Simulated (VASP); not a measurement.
AgI:

```
Ag I
1.0
     0.00000    3.31587    3.31587
     3.31587    0.00000    3.31587
     3.31587    3.31587    0.00000
Ag I
1 1
Direct
  0.00000 0.00000 0.00000
  0.25000 0.25000 0.25000
```

| Item | Value |
| --- | --- |
| Program | VASP 6.6.1 |
| Task | relaxation of cell and atoms |
| Functional | PBEsol |
| Potentials or basis | VASP PAW PBE potentials, release 64 (Ag, I) |
| Cutoff | 500 eV |
| k mesh | 6 × 6 × 6 |
| Occupations | fermi-dirac, width 0.02 eV |
| Spin | no spin polarisation |

At the start: pressure -2.3 GPa; volume 36.46 Å³/atom.

Question: Where does the relaxation end?

Answer: Over 3 steps the energy falls by 23.2 meV/atom and the volume is 33.51 Å³/atom (-8.1 %); space group F-43m (No. 216, to 0.05 Å).

Step by step:
```
step  energy change (eV)  largest force (eV/Å)  pressure (GPa)  volume (Å³)
   1              0.0000                0.0000           -2.30        72.92
   2             -0.0460                0.0000           -0.27        67.54
   3             -0.0464                0.0000            0.00        67.02
```

Final structure:
```
CELL_PARAMETERS angstrom
0.00000 3.22392 3.22392
3.22392 0.00000 3.22392
3.22392 3.22392 0.00000
ATOMIC_POSITIONS crystal
Ag 0.00000 0.00000 0.00000
I 0.25000 0.25000 0.25000
```

Caveat: the PAW data sets were made with another functional, which shifts forces and pressure a little.
